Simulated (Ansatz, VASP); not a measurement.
# MgO in VASP and in Ansatz

```xyz
2
Lattice="0.0000 2.1208 2.1208 2.1208 0.0000 2.1208 2.1208 2.1208 0.0000" Properties=species:S:1:pos:R:3 pbc="T T T"
Mg    0.0000    0.0000    0.0000
O     2.1208    2.1208    2.1208
```

Change from the starting cell: volume scaled by 0.98.

Alike in both runs: task single point; functional PBE; k mesh 11 × 11 × 11; occupations fermi-dirac, width 0.01 eV; no spin polarisation.

```csv
,VASP,Ansatz
version,VASP 6.6.1,Ansatz 0.2.0
potentials or method,"VASP PAW PBE potentials, release 64 (Mg, O), cutoff 520 eV","all-electron LAPW, scalar-relativistic"
```

```csv
,VASP,Ansatz,Ansatz less VASP
gap on the k mesh at the Fermi level (eV),4.52,4.54,+0.012
pressure (GPa),0.6,1.4,+0.79
```

Ansatz ran all-electron here, and VASP with PAW potentials.
